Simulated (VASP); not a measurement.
A run of VASP 6.6.1:

The input INCAR:

```
SYSTEM = K
ALGO = Fast
EDIFF = 1E-7
ENCUT = 520
GGA = PS
ISIF = 2
ISMEAR = 0
LASPH = .True.
LCHARG = .True.
LELF = .True.
LREAL = .False.
LVHAR = .True.
LWAVE = .False.
NBANDS = 16
NELM = 60
PREC = Accurate
SIGMA = 0.1
```

The input KPOINTS:

```
k-points
0
Gamma
  10 10 6
  0 0 0
```

POSCAR

```
K
1.0
    2.3777203003     -3.9383654440      0.0000000000
    2.3777203003      3.9383654440      0.0000000000
    0.0000000000      0.0000000000      8.3129248523
K
2
Direct
    0.8280248004      0.1719751996      0.2500000000
    0.1719751996      0.8280248004      0.7500000000
```

Potentials or basis: VASP PAW PBE potentials, release 64 (K_sv).

The run is started by

```sh
$ cat potpaw_PBE.64/K_sv/POTCAR > POTCAR
$ mpirun -np 1 vasp_std > vasp.out
```

Hardware: 1 thread of Intel(R) Xeon(R) 6975P-C (Granite Rapids), on a shared host.

Problem. Estimate the wall time of this run.

Solution. It took 2.1 min on 1 thread of Intel(R) Xeon(R) 6975P-C (Granite Rapids) (shared host), peak memory 0.42 GiB. Counts: scf iterations 15, k points 124.
